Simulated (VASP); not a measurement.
# LiCl (Pm-3m) in VASP: notebook, part 2 of 2

VASP 6.6.1. The steps go on from the part before.

### 4 Single point, PBE

Input file INCAR:

```
PREC = Accurate ; ENCUT = 520
EDIFF = 1E-6 ; ISMEAR = 0
SIGMA = 0.01 ; LREAL = F
LASPH = T ; NELM = 100
ALGO = Normal ; ISIF = 2
LWAVE = F ; LCHARG = F
GGA = PE ; NBANDS = 12
```

Input file KPOINTS:

```
regular mesh
0
Gamma
  4 4 4
```

Input file POSCAR:

```
LiCl
1.0
    3.2711235786      0.0000000000      0.0000000000
    0.0000000000      3.2711235786      0.0000000000
    0.0000000000      0.0000000000      3.2711235786
Li Cl
1 1
Direct
    0.0000000000      0.0000000000      0.0000000000
    0.5000000000      0.5000000000      0.5000000000
```

Potentials or basis: VASP PAW PBE potentials, release 64 (Li_sv, Cl).

On the command line:

```sh
$ cat potpaw_PBE.64/Li_sv/POTCAR potpaw_PBE.64/Cl/POTCAR > POTCAR
$ mpirun -np 1 vasp_std > vasp.out
```

OUTCAR:

```text
PREC = Accurate
   ENCUT = 520
   EDIFF = 1E-6
   ISMEAR = 0
   LREAL = F
   LASPH = T
   NELM = 100
   ISIF = 2
   GGA = PE

 ion  position               nearest neighbor table
   1  0.000  0.000  0.000-
   2  0.500  0.500  0.500-

  LATTYP: Found a simple cubic cell.
 ALAT       =     3.2711235786

  Lattice vectors:

 A1 = (   3.2711235786,   0.0000000000,   0.0000000000)
 A2 = (   0.0000000000,   3.2711235786,   0.0000000000)
 A3 = (   0.0000000000,   0.0000000000,   3.2711235786)

Analysis of symmetry for initial positions (statically):
=====================================================================
 Subroutine PRICEL returns:
 Original cell was already a primitive cell.

 Routine SETGRP: Setting up the symmetry group for a
 simple cubic supercell.

 Subroutine GETGRP returns: Found 48 space group operations
 (whereof 48 operations were pure point group operations)
 out of a pool of 48 trial point group operations.

The static configuration has the point symmetry O_h .

Analysis of symmetry for dynamics (positions and initial velocities):
=====================================================================
 Subroutine PRICEL returns:
 Original cell was already a primitive cell.

 Routine SETGRP: Setting up the symmetry group for a
 simple cubic supercell.

 Subroutine GETGRP returns: Found 48 space group operations
 (whereof 48 operations were pure point group operations)
 out of a pool of 48 trial point group operations.

The dynamic configuration has the point symmetry O_h .

 Subroutine INISYM returns: Found 48 space group operations
 (whereof 48 operations are pure point group operations),
 and found     1 'primitive' translations

----------------------------------------------------------------------------------------

                                     Primitive cell
[... 101 lines left out ...]
   GGA     = PE    functional components
   LHFCALC =     F    Hartree Fock is set to
   AEXX    =    0.0000 exact exchange contribution
   IVDW    =     0    specifies the selected vdW correction
   LEPSILON=     F    determine dielectric tensor
   LRPA    =     F    only Hartree local field effects (RPA)
 non-spin polarized calculation
 Gauss-broadening in eV      SIGMA  =   0.01
  energy-cutoff  :      520.00
  volume of cell :       35.00
 maximum number of plane-waves:       968
   NGX = 13   NGY = 13   NGZ = 13

 number of electron      10.0000013 magnetization

 Free energy of the ion-electron system (eV)
  ---------------------------------------------------
  ext. energy  EPLUGINS =         0.00000000
  ---------------------------------------------------
  free energy    TOTEN  =        -6.80129184 eV

  energy without entropy =       -6.80129184  energy(sigma->0) =       -6.80129184

 E-fermi :   1.6507     XC(G=0):  -8.6108

 val. band max:        1.5698253379   @ k =   0.5000   0.5000   0.0000
 cond. band min:       5.9924629848   @ k =   0.0000   0.0000   0.0000
 fundamental gap:      4.4226376468
 Fermi energy:         1.6506685863

 k-point     1 :       0.0000    0.0000    0.0000
  band No.  band energies     occupation
      1     -43.7762      2.00000
      2     -12.6666      2.00000
      3       0.7516      2.00000
      4       0.7516      2.00000
      5       0.7516      2.00000
      6       5.9925      0.00000
      7      10.2517      0.00000
      8      10.2517      0.00000
      9      14.7609      0.00000
     10      14.7609      0.00000
     11      14.7609      0.00000
     12      18.5722      0.00000
[... 121 lines left out ...]
 k-point    10 :       0.5000    0.5000    0.5000
  band No.  band energies     occupation
      1     -43.7687      2.00000
      2     -11.1989      2.00000
      3      -0.9075      2.00000
      4      -0.9075      2.00000
      5      -0.9075      2.00000
      6       6.7418      0.00000
      7       6.7418      0.00000
      8       6.7418      0.00000
      9      13.5713      0.00000
     10      20.2128      0.00000
     11      20.2128      0.00000
     12      20.2128      0.00000

------------------------ aborting loop because EDIFF is reached ----------------------------------------

  FORCE on cell =-STRESS in cart. coord.  units (eV):
  Direction    XX          YY          ZZ          XY          YZ          ZX
  --------------------------------------------------------------------------------------
  -------------------------------------------------------------------------------------
  Total        0.1018808      0.1018808      0.1018808     -0.0000000      0.0000000     -0.0000000
  in kB        4.6635029      4.6635029      4.6635029     -0.0000000      0.0000000     -0.0000000
  external PRESSURE =       4.6635029 kB  Pullay stress =       0.0000000 kB

 VOLUME and BASIS-vectors are now :
 -----------------------------------------------------------------------------
  energy-cutoff  :      520.00
  volume of cell :       35.00
      direct lattice vectors                 reciprocal lattice vectors
     3.271123579  0.000000000  0.000000000     0.305705357  0.000000000  0.000000000
     0.000000000  3.271123579  0.000000000     0.000000000  0.305705357  0.000000000
     0.000000000  0.000000000  3.271123579     0.000000000  0.000000000  0.305705357

 POSITION                                       TOTAL-FORCE (eV/Angst)
 -----------------------------------------------------------------------------------
      0.00000      0.00000      0.00000         0.000000      0.000000      0.000000
      1.63556      1.63556      1.63556         0.000000      0.000000      0.000000
 -----------------------------------------------------------------------------------
    total drift:                                0.000000     -0.000000     -0.000000

  FREE ENERGIE OF THE ION-ELECTRON SYSTEM (eV)
  ---------------------------------------------------
  free  energy   TOTEN  =        -6.8012918353 eV

  energy  without entropy=       -6.8012918353  energy(sigma->0) =       -6.80129184
```

OSZICAR:

```text
N       E                     dE             d eps       ncg     rms          rms(c)
DAV:   1     0.447314434781E+02    0.44731E+02   -0.39338E+03   240   0.763E+02
DAV:   2    -0.413668749834E+01   -0.48868E+02   -0.46192E+02   324   0.143E+02
DAV:   3    -0.689970392456E+01   -0.27630E+01   -0.27546E+01   320   0.343E+01
DAV:   4    -0.693234290047E+01   -0.32639E-01   -0.32632E-01   324   0.414E+00
DAV:   5    -0.693271950728E+01   -0.37661E-03   -0.37661E-03   324   0.386E-01    0.292E+00
DAV:   6    -0.681184937133E+01    0.12087E+00   -0.25138E-01   284   0.209E+00    0.196E+00
DAV:   7    -0.679954733623E+01    0.12302E-01   -0.81195E-02   348   0.136E+00    0.103E+00
DAV:   8    -0.680127713790E+01   -0.17298E-02   -0.71424E-03   292   0.610E-01    0.217E-01
DAV:   9    -0.680123673576E+01    0.40402E-04   -0.32012E-04   280   0.120E-01    0.100E-01
DAV:  10    -0.680129693147E+01   -0.60196E-04   -0.18109E-04   264   0.793E-02    0.655E-02
DAV:  11    -0.680129177727E+01    0.51542E-05   -0.26358E-05   352   0.272E-02    0.279E-03
DAV:  12    -0.680129183533E+01   -0.58060E-07   -0.61796E-07   248   0.613E-03
   1 F= -.68012918E+01 E0= -.68012918E+01  d E =-.109265E-31
```

It took 2.1 s on 1 thread of AMD EPYC 9R45 (Zen 5), shared host; peak memory 0.1 GiB.

Results:

```yaml
Free_energy: -6.8013 eV
Band_gap_on_the_k_mesh: 4.42 eV, indirect (least direct gap 5.21 eV)
```

Levels at points of the mesh, in eV from the valence-band top:
```
           k point  band 2  band 3  band 4  band 5  band 6  band 7  band 8  band 9
(0.00, 0.00, 0.00)  -14.24   -0.82   -0.82   -0.82    4.42    8.68    8.68   13.19
(0.50, 0.00, 0.00)  -13.72   -3.95   -0.35   -0.35    5.84    9.50   10.20   10.20
(0.50, 0.50, 0.00)  -13.21   -3.34   -3.34    0.00    5.21    9.81    9.81   10.65
(0.50, 0.50, 0.50)  -12.77   -2.48   -2.48   -2.48    5.17    5.17    5.17   12.00
```

Caveat: the k points lie up to 0.48 Å⁻¹ apart; the cutoff is under 1.25 times the usual one of these potentials, so pressure, stress and relaxed cells hold a basis-set (Pulay) error.
